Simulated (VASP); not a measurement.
A run of VASP 6.6.1 is set up as follows.

INCAR

```
  ALGO = Normal
  EDIFF = 1E-7
  ENCUT = 520
  GGA = PE
  ISIF = 2
  ISMEAR = -1
  LASPH = True
  LCHARG = True
  LELF = True
  LREAL = False
  LVHAR = True
  LWAVE = False
  NBANDS = 28
  NELM = 60
  PREC = Accurate
  SIGMA = 0.05
```

Contents of KPOINTS:

```
k-points
0
Gamma
  7 7 6
```

POSCAR

```
PbS
1.0
    2.0518417802     -5.9103234677      0.0000000000
    2.0518417802      5.9103234677      0.0000000000
    0.0000000000      0.0000000000      4.2214851889
Pb S
2 2
Direct
    0.1305633500      0.8694366500      0.2500000000
    0.8694366500      0.1305633500      0.7500000000
    0.3547970900      0.6452029100      0.2500000000
    0.6452029100      0.3547970900      0.7500000000
```

Potentials or basis: VASP PAW PBE potentials, release 64 (Pb_d, S).

The run is started by

```sh
$ cat potpaw_PBE.64/Pb_d/POTCAR potpaw_PBE.64/S/POTCAR > POTCAR
$ mpirun -np 1 vasp_std > vasp.out
```

Estimate the band gap on the k mesh.

1.16 eV (least direct gap 1.44 eV).

Estimate the pressure.

3.5 GPa.

Estimate the largest force.

0.334 eV/Å.

Stress tensor (GPa, compression positive):
```
3.39 0.00 0.00
0.00 3.68 0.00
0.00 0.00 3.29
```

Caveat: the cell stands under pressure; spin-orbit coupling is left out, which moves the levels of the heavy elements. A k mesh can miss the band edges.
